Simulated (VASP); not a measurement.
Set up this calculation in VASP 6.6.1, as the native input.

- Task: single point
- Functional: PBE
- Potentials or basis: VASP PAW PBE potentials, release 64 (Rh_pv)
- Cutoff: 520 eV
- k mesh: 18 × 18 × 10
- Occupations: gaussian, width 0.15 eV
- Spin: no spin polarisation
- Dipole correction: no
- Further INCAR settings: ALGO = Fast; EDIFF = 1e-07; NBANDS = 22

The structure of Rh lies in POSCAR:

```
Rh
1.0
    2.6431000000      0.0000000000      0.0000000000
   -1.3215500000      2.2889917447      0.0000000000
    0.0000000000      0.0000000000      4.5254000000
Rh
2
Direct
    0.6666666667      0.3333333333      0.7500000000
    0.3333333333      0.6666666667      0.2500000000
```

The input as run:

INCAR

```
SYSTEM = Rh
ALGO = Fast ; EDIFF = 1E-7
ENCUT = 520 ; GGA = PE
ISIF = 2 ; ISMEAR = 0
LASPH = .True. ; LCHARG = .False.
LREAL = .False. ; LWAVE = .False.
NBANDS = 22 ; NELM = 100
PREC = Accurate ; SIGMA = 0.15
```

KPOINTS

```
k-points
0
Gamma
  18 18 10
  0 0 0
```

Potentials or basis: VASP PAW PBE potentials, release 64 (Rh_pv).

The run is started by

```bash
$ cat potpaw_PBE.64/Rh_pv/POTCAR > POTCAR
$ mpirun -np 1 vasp_std > vasp.out
```

Results of the run:

```json
{
 "Pressure": "9.1 GPa",
 "Band gap on the k mesh": "zero (band 15 reaches 12.91 eV, above the bottom of band 16 at 10.27 eV)"
}
```

It took 64 s on 1 thread of Intel(R) Xeon(R) Platinum 8559C (Emerald Rapids), with other jobs on the host, peak memory 0.22 GiB.
